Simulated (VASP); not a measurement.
# WC (Cm) in VASP: notebook

WC is run at these levels: PBEsol; tasks: single point.

Program: VASP 6.6.1. These are calculated values, not measurements. Logs are shortened: lines on timing, memory, paths and dates and some standing lists are left out, and cuts for length are marked.

**1. The cell of the first run**

Symmetry: Cm, No. 8, monoclinic system. The conventional cell has a = 5.025 Å, b = 2.901 Å, c = 2.830 Å, α = 90.00°, β = 92.29°, γ = 90.00°. Within 3.0 Å of W (site symmetry m) lie 6 C at 2.15 to 2.24 Å and 8 W at 2.83 to 2.90 Å. Within 3.0 Å of C (site symmetry m) lie 6 W at 2.15 to 2.24 Å and 8 C at 2.83 to 2.90 Å.

**2. Single point, PBEsol (strain -0.0400 x Voigt [0, 0, 0, 1, 0, 0])**

Contents of INCAR:

```
ALGO     = Normal         # electronic algorithm
EDIFF    = 1E-6           # SCF threshold, eV
ENCUT    = 520            # plane-wave cutoff, eV
GGA      = PS             # functional
ISIF     = 2              # what is computed and relaxed
ISMEAR   = 0              # smearing method
LASPH    = T              # aspherical terms in the spheres
LCHARG   = F              # write CHGCAR
LREAL    = F              # projectors in reciprocal space
LWAVE    = F              # write WAVECAR
NBANDS   = 16             # bands
NELM     = 100            # most SCF steps
PREC     = Accurate       # precision mode
SIGMA    = 0.15           # smearing width, eV
```

Contents of KPOINTS:

```
k-points
0
Gamma
  18 18 16
```

Contents of POSCAR:

```
WC
1.0
    2.9005014360      0.0000000000      0.0000000000
   -1.4502507180      2.5119079273     -0.0502381585
    0.0000000000     -0.0565800000      2.8290000000
W C
1 1
Direct
    0.0000000000      0.0000000000      0.0000000000
    0.6666666667      0.3333333333      0.5000000000
```

Potentials or basis: VASP PAW PBE potentials, release 64 (W_sv, C).

Command:

```sh
$ cat potpaw_PBE.64/W_sv/POTCAR potpaw_PBE.64/C/POTCAR > POTCAR
$ mpirun -np 1 vasp_std > vasp.out
```

OUTCAR:

```text
EDIFF = 1E-6
   ENCUT = 520
   GGA = PS
   ISIF = 2
   ISMEAR = 0
   LASPH = T
   LREAL = F
   NELM = 100
   PREC = Accurate

 ion  position               nearest neighbor table
   1  0.000  0.000  0.000-   2 2.15   2 2.17   2 2.17   2 2.21   2 2.21   2 2.24
   2  0.667  0.333  0.500-   1 2.15   1 2.17   1 2.17   1 2.21   1 2.21   1 2.24

  LATTYP: Found a base centered monoclinic cell.
 ALAT       =     5.0248205173
 B/A-ratio  =     0.5772348338
 C/A-ratio  =     0.5631177738
 COS(beta)  =    -0.0399840064

  Lattice vectors:

 A1 = (   1.4502507180,   2.5119079273,  -0.0502381585)
 A2 = (  -1.4502507180,   2.5119079273,  -0.0502381585)
 A3 = (   0.0000000000,  -0.0565800000,   2.8290000000)

Analysis of symmetry for initial positions (statically):
=====================================================================
 Subroutine PRICEL returns:
 Original cell was already a primitive cell.

 Routine SETGRP: Setting up the symmetry group for a
 base centered monoclinic supercell.

 Subroutine GETGRP returns: Found  2 space group operations
 (whereof  2 operations were pure point group operations)
 out of a pool of  4 trial point group operations.

The static configuration has the point symmetry C_1h.

Analysis of symmetry for dynamics (positions and initial velocities):
=====================================================================
 Subroutine PRICEL returns:
 Original cell was already a primitive cell.

 Routine SETGRP: Setting up the symmetry group for a
 base centered monoclinic supercell.

 Subroutine GETGRP returns: Found  2 space group operations
 (whereof  2 operations were pure point group operations)
 out of a pool of  4 trial point group operations.

The dynamic configuration has the point symmetry C_1h.

 Subroutine INISYM returns: Found  2 space group operations
 (whereof  2 operations are pure point group operations),
 and found     1 'primitive' translations

----------------------------------------------------------------------------------------

                                     Primitive cell

  volume of cell :      20.6033

  direct lattice vectors                    reciprocal lattice vectors
     2.900501436  0.000000000  0.000000000     0.344767973  0.199131534  0.003982631
    -1.450250718  2.511907927 -0.050238158     0.000000000  0.398263069  0.007965261
     0.000000000 -0.056580000  2.829000000     0.000000000  0.007072465  0.353623245

  length of vectors
     2.900501436  2.900936479  2.829565743     0.398163515  0.398342714  0.353693963

  position of ions in fractional coordinates (direct lattice)
     0.000000000  0.000000000  0.000000000
     0.666666667  0.333333333  0.500000000

  ion indices of the primitive-cell ions
   primitive index   ion index
                 1           1
                 2           2

----------------------------------------------------------------------------------------

 KPOINTS: k-points

Automatic generation of k-mesh.
 Grid dimensions read from file:
 generate k-points for:   18   18   16

 Generating k-lattice:

  Cartesian coordinates                     Fractional coordinates (reciprocal lattice)
     0.019153776  0.011062863  0.000221257     0.055555556 -0.000000000  0.000000000
     0.000000000  0.022125726  0.000442515     0.000000000  0.055555556  0.000000000
     0.000000000  0.000442029  0.022101453     0.000000000 -0.000000000  0.062500000

  Length of vectors
     0.022120195  0.022130151  0.022105873

  Shift w.r.t. Gamma in fractional coordinates (k-lattice)
     0.000000000  0.000000000  0.000000000

 Subroutine IBZKPT returns following result:
 ===========================================

 Found   1379 irreducible k-points:

 Following reciprocal coordinates:
            Coordinates               Weight
  0.000000  0.000000  0.000000      1.000000
  0.055556  0.000000  0.000000      4.000000
  0.111111  0.000000  0.000000      4.000000
  0.166667  0.000000 -0.000000      4.000000
  0.222222  0.000000  0.000000      4.000000
  0.277778  0.000000  0.000000      4.000000
[... 16 lines left out ...]
 -0.333333  0.055556 -0.000000      4.000000
 -0.277778  0.055556 -0.000000      4.000000
 [... further k-points ...]
   k-points           NKPTS =   1379   k-points in BZ     NKDIM =   1379   number of bands    NBANDS=     16
   number of dos      NEDOS =    301   number of ions     NIONS =      2
   total plane-waves  NPLWV =  13824
   dimension x,y,z NGX =    24 NGY =   24 NGZ =   24
   dimension x,y,z NGXF=    48 NGYF=   48 NGZF=   48
   ions per type =               1   1
   NGX,Y,Z   is equivalent  to a cutoff of  13.76, 13.75, 14.10 a.u.
   NGXF,Y,Z  is equivalent  to a cutoff of  27.51, 27.51, 28.20 a.u.
 SYSTEM =  unknown system
   PREC   = accura    normal or accurate (medium, high low for compatibility)
   ISTART =      0    job   : 0-new  1-cont  2-samecut
   ICHARG =      2    charge: 1-file 2-atom 10-const
   ISPIN  =      1    spin polarized calculation?
   LNONCOLLINEAR =      F non collinear calculations
   LSORBIT =      F    spin-orbit coupling
   LASPH  =      T    aspherical Exc in radial PAW
   ENCUT  =  520.0 eV  38.22 Ry    6.18 a.u.   5.39  5.39  5.26*2*pi/ulx,y,z
   NELM   =    100;   NELMIN=  2; NELMDL= -5     # of ELM steps
   EDIFF  = 0.1E-05   stopping-criterion for ELM
   LREAL  =      F    real-space projection
   EDIFFG = 0.1E-04   stopping-criterion for IOM
   NSW    =      0    number of steps for IOM
   IBRION =     -1    ionic relax: 0-MD 1-quasi-New 2-CG
   NFREE  =      0    steps in history (QN), initial steepest desc. (CG)
   ISIF   =      2    stress and relaxation
   ISYM   =      2    0-nonsym 1-usesym 2-fastsym
   POTIM  = 0.5000    time-step for ionic-motion
   TEBEG  =    0.0;   TEEND  =   0.0 temperature during run
   PSTRESS=    0.0 pullay stress
   NELECT =      18.0000    total number of electrons
   NUPDOWN=      -1.0000    fix difference up-down
   EMIN   =  10.00;   EMAX   =-10.00  energy-range for DOS
   EFERMI =   0.00;   METHOD = LEGACY
   ISMEAR =     0;   SIGMA  =   0.15  broadening in eV -4-tet -1-fermi 0-gaus
   EFERMI_NEDOS =   21; number of points for ismear=-14 and -15
   IALGO  =     38    algorithm
   IMIX   =      4    mixing-type and parameters
     AMIX     =   0.40;   BMIX     =  1.00
     AMIX_MAG =   1.60;   BMIX_MAG =  1.00
  volume/ion in A,a.u.               =      10.30        69.52
  Fermi-wavevector in a.u.,A,eV,Ry     =   1.565022  2.957462 33.324649  2.449293
  Thomas-Fermi vector in A             =   2.667559
   LORBIT       =      0    0 simple, 1 ext, 2 COOP (PROOUT), +10 PAW based schemes
   GGA     = PS    functional components
   LHFCALC =     F    Hartree Fock is set to
   AEXX    =    0.0000 exact exchange contribution
   IVDW    =     0    specifies the selected vdW correction
   LEPSILON=     F    determine dielectric tensor
   LRPA    =     F    only Hartree local field effects (RPA)
 non-spin polarized calculation
 Gauss-broadening in eV      SIGMA  =   0.15
  energy-cutoff  :      520.00
  volume of cell :       20.60
 maximum number of plane-waves:       573
 NGX is ok and might be reduce to    24
   NGX = 11   NGY = 11   NGZ = 11

 number of electron      18.0000000 magnetization

 Free energy of the ion-electron system (eV)
  ---------------------------------------------------
  ext. energy  EPLUGINS =         0.00000000
  ---------------------------------------------------
  free energy    TOTEN  =       -23.86828059 eV

  energy without entropy =      -23.86459602  energy(sigma->0) =      -23.86643831

 E-fermi :  11.0502     XC(G=0): -13.9665

 val. band max:       11.0445976063   @ k =   0.0000  -0.4444   0.4375
 cond. band min:      11.0589063910   @ k =   0.0000  -0.0556   0.3125
 fundamental gap:      0.0143087847
 Fermi energy:        11.0502460638

 k-point     1 :       0.0000    0.0000    0.0000
  band No.  band energies     occupation
      1     -62.8791      2.00000
      2     -26.8663      2.00000
      3     -26.7638      2.00000
      4     -26.7626      2.00000
      5      -3.4478      2.00000
      6       6.6786      2.00000
[... 8 lines left out ...]
     15      25.4563      0.00000
     16      27.7360      0.00000

 k-point     2 :       0.0556    0.0000    0.0000
  band No.  band energies     occupation
      1     -62.8773      2.00000
      2     -26.8629      2.00000
      3     -26.7897      2.00000
      4     -26.7696      2.00000
      5      -3.3648      2.00000
      6       6.7090      2.00000
[... 8 lines left out ...]
     15      25.2618      0.00000
     16      27.9165      0.00000

 k-point     3 :       0.1111    0.0000    0.0000
  band No.  band energies     occupation
      1     -62.8721      2.00000
      2     -26.8665      2.00000
      3     -26.8529      2.00000
      4     -26.7869      2.00000
      5      -3.1224      2.00000
      6       6.6799      2.00000
[... 8 lines left out ...]
     15      24.9395      0.00000
     16      28.3871      0.00000

 k-point     4 :       0.1667    0.0000   -0.0000
  band No.  band energies     occupation
      1     -62.8641      2.00000
      2     -26.9820      2.00000
      3     -26.8382      2.00000
      4     -26.8130      2.00000
      5      -2.7396      2.00000
      6       6.3049      2.00000
[... 8 lines left out ...]
     15      24.7647      0.00000
     16      29.0014      0.00000
[... 324 lines left out ...]
 k-point    22 :      -0.3889    0.0556    0.0000
  band No.  band energies     occupation
      1     -62.8289      2.00000
      2     -27.4549      2.00000
      3     -26.9402      2.00000
      4     -26.7709      2.00000
      5      -0.7827      2.00000
      6       4.5032      2.00000
[... 8 lines left out ...]
     15      25.9504      0.00000
     16      27.6668      0.00000

 k-point    23 :      -0.3333    0.0556   -0.0000
  band No.  band energies     occupation
      1     -62.8379      2.00000
      2     -27.3367      2.00000
      3     -26.9091      2.00000
      4     -26.7879      2.00000
      5      -1.3445      2.00000
      6       4.9334      2.00000
[... 8 lines left out ...]
     15      25.8314      0.00000
     16      28.2324      0.00000

 k-point    24 :      -0.2778    0.0556   -0.0000
  band No.  band energies     occupation
      1     -62.8480      2.00000
      2     -27.1998      2.00000
      3     -26.8736      2.00000
      4     -26.8072      2.00000
      5      -1.9203      2.00000
      6       5.4428      2.00000
[... 8 lines left out ...]
     15      25.1512      0.00000
     16      29.1165      0.00000

 [... further k-points ...]

------------------------ aborting loop because EDIFF is reached ----------------------------------------

  FORCE on cell =-STRESS in cart. coord.  units (eV):
  Direction    XX          YY          ZZ          XY          YZ          ZX
  --------------------------------------------------------------------------------------
  -------------------------------------------------------------------------------------
  Total        0.1048747      0.1762552      0.1915586      0.0000000      1.6484008      0.0000000
  in kB        8.1554033     13.7061861     14.8962292      0.0000000    128.1850582      0.0000000
  external PRESSURE =      12.2526062 kB  Pullay stress =       0.0000000 kB

 VOLUME and BASIS-vectors are now :
 -----------------------------------------------------------------------------
  energy-cutoff  :      520.00
  volume of cell :       20.60
      direct lattice vectors                 reciprocal lattice vectors
     2.900501436  0.000000000  0.000000000     0.344767973  0.199131534  0.003982631
    -1.450250718  2.511907927 -0.050238158     0.000000000  0.398263069  0.007965261
     0.000000000 -0.056580000  2.829000000     0.000000000  0.007072465  0.353623245

 POSITION                                       TOTAL-FORCE (eV/Angst)
 -----------------------------------------------------------------------------------
      0.00000      0.00000      0.00000        -0.000000      0.049615      0.001142
      1.45025      0.80901      1.39775         0.000000     -0.049615     -0.001142
 -----------------------------------------------------------------------------------
    total drift:                                0.000000      0.000023     -0.000026

  FREE ENERGIE OF THE ION-ELECTRON SYSTEM (eV)
  ---------------------------------------------------
  free  energy   TOTEN  =       -23.8682805948 eV

  energy  without entropy=      -23.8645960182  energy(sigma->0) =      -23.86643831
```

It took 7.3 min on 1 thread of Intel Xeon 8259CL, shared host; peak memory 0.53 GiB.

What came out:

```yaml
Free_energy: -23.8683 eV
Pressure: 1.2 GPa
Largest_force: 0.050 eV/Å
Band_gap_on_the_k_mesh: zero (bands 9 and 10 overlap by 1.23 eV)
```

Forces on the atoms (eV/Å):
```
W    0.000  0.050  0.001
C    0.000 -0.050 -0.001
```

Caveat: the cell differs from its parent crystal (strain -0.0400 x Voigt [0, 0, 0, 1, 0, 0]); the PAW data sets were made with another functional, which shifts forces and pressure a little; spin-orbit coupling is left out, which moves the levels of the heavy elements.

**3. Single point, PBEsol (strain +0.0300 x Voigt [0, 0, 0, 1, 0, 0])**

Contents of INCAR:

```
  PREC = Accurate
  ENCUT = 520
  EDIFF = 1E-6
  ISMEAR = 0
  SIGMA = 0.15
  LREAL = F
  LASPH = T
  NELM = 60
  ALGO = Normal
  ISIF = 2
  LWAVE = F
  LCHARG = F
  GGA = PS
  NBANDS = 16
```

Contents of KPOINTS:

```
Automatic mesh
0
Gamma
  18 18 16
```

Contents of POSCAR:

```
WC
1.0
    2.9005014360      0.0000000000      0.0000000000
   -1.4502507180      2.5119079273      0.0376786189
    0.0000000000      0.0424350000      2.8290000000
W C
1 1
Direct
    0.0000000000      0.0000000000      0.0000000000
    0.6666666667      0.3333333333      0.5000000000
```

Potentials or basis: VASP PAW PBE potentials, release 64 (W_sv, C).

Command:

```sh
$ cat potpaw_PBE.64/W_sv/POTCAR potpaw_PBE.64/C/POTCAR > POTCAR
$ mpirun -np 1 vasp_std > vasp.out
```

Wall time 6.8 min (1 thread of Intel Xeon 8259CL, shared host); peak memory 0.53 GiB.

It converged, with:

* Free energy: -23.8828 eV
* Pressure: 0.9 GPa
* Largest force: 0.028 eV/Å
* Band gap on the k mesh: zero (bands 9 and 10 overlap by 1.23 eV)

Forces on the atoms (eV/Å):
```
W    0.000  0.028  0.000
C    0.000 -0.028  0.000
```

Stress tensor (GPa, compression positive):
```
 0.64  0.00  0.00
 0.00  0.95 -9.63
 0.00 -9.63  1.16
```

Levels at points of the mesh, in eV from the Fermi level:
```tsv
k point	band 5	band 6	band 7	band 8	band 9	band 10	band 11	band 12	band 13	band 14
(0.00, 0.00, 0.00)	-14.49	-4.37	-3.38	-3.38	0.12	3.18	3.22	5.72	5.73	6.47
(0.50, 0.00, 0.00)	-11.09	-7.08	-3.72	-3.55	-0.45	2.31	4.56	4.96	6.91	9.74
(0.00, 0.50, 0.00)	-11.09	-7.08	-3.81	-3.47	-0.46	2.35	4.56	4.94	6.88	9.74
(0.00, 0.00, 0.50)	-10.37	-8.73	-2.05	-2.04	-0.61	-0.61	3.72	4.53	4.54	10.02
(0.50, 0.00, 0.50)	-11.31	-6.52	-4.37	-4.20	0.31	4.47	5.37	6.71	9.25	10.23
(0.00, 0.50, 0.50)	-11.31	-6.52	-4.37	-4.21	0.31	4.46	5.36	6.71	9.30	10.20
```

Caveat: the cell differs from its parent crystal (strain +0.0300 x Voigt [0, 0, 0, 1, 0, 0]); the PAW data sets were made with another functional, which shifts forces and pressure a little; spin-orbit coupling is left out, which moves the levels of the heavy elements.

**4. Single point, PBEsol (strain -0.0200 x Voigt [0, 0, 0, 1, 0, 0])**

Contents of INCAR:

```
SYSTEM = WC
ALGO = Normal
EDIFF = 1E-6
ENCUT = 520
GGA = PS
ISIF = 2
ISMEAR = 0
LASPH = .True.
LCHARG = .False.
LREAL = .False.
LWAVE = .False.
NBANDS = 16
NELM = 60
PREC = Accurate
SIGMA = 0.15
```

Contents of KPOINTS:

```
k-points
0
Gamma
  18 18 16
  0 0 0
```

Contents of POSCAR:

```
WC
1.0
    2.9005014360      0.0000000000      0.0000000000
   -1.4502507180      2.5119079273     -0.0251190793
    0.0000000000     -0.0282900000      2.8290000000
W C
1 1
Direct
    0.0000000000      0.0000000000      0.0000000000
    0.6666666667      0.3333333333      0.5000000000
```

Command:

```sh
$ cat potpaw_PBE.64/W_sv/POTCAR potpaw_PBE.64/C/POTCAR > POTCAR
$ mpirun -np 1 vasp_std > vasp.out
```

Run time: 6.4 min. Hardware: 1 thread of Intel Xeon 8259CL, shared host; peak memory 0.53 GiB.

It converged, with:

| Item | Value |
| --- | --- |
| Free energy | -23.8931 eV |
| Pressure | 0.7 GPa |
| Largest force | 0.012 eV/Å |
| Band gap on the k mesh | zero (bands 9 and 10 overlap by 1.24 eV) |

Forces in eV/Å, atoms in the order of the input:
```
W    0.000  0.012  0.000
C    0.000 -0.012  0.000
```

Stress tensor (GPa, compression positive):
```
0.51 0.00 0.00
0.00 0.65 6.43
0.00 6.43 0.93
```

Levels at points of the mesh, in eV from the Fermi level:
```tsv
k point	band 5	band 6	band 7	band 8	band 9	band 10	band 11	band 12	band 13	band 14
(0.00, 0.00, 0.00)	-14.49	-4.37	-3.37	-3.37	0.12	3.22	3.24	5.71	5.71	6.45
(0.50, 0.00, 0.00)	-11.09	-7.08	-3.69	-3.58	-0.45	2.33	4.56	4.95	6.91	9.74
(0.00, 0.50, 0.00)	-11.09	-7.08	-3.75	-3.52	-0.45	2.35	4.57	4.94	6.90	9.74
(0.00, 0.00, 0.50)	-10.37	-8.72	-2.04	-2.04	-0.61	-0.61	3.73	4.54	4.54	10.01
(0.50, 0.00, 0.50)	-11.30	-6.52	-4.36	-4.20	0.31	4.47	5.37	6.72	9.27	10.22
(0.00, 0.50, 0.50)	-11.31	-6.52	-4.36	-4.20	0.31	4.47	5.37	6.72	9.29	10.20
```

Caveat: the cell differs from its parent crystal (strain -0.0200 x Voigt [0, 0, 0, 1, 0, 0]); the PAW data sets were made with another functional, which shifts forces and pressure a little; spin-orbit coupling is left out, which moves the levels of the heavy elements.

[end of part 1 of 2]

The gap in the log of VASP goes by the Fermi energy; the results here count the filled bands.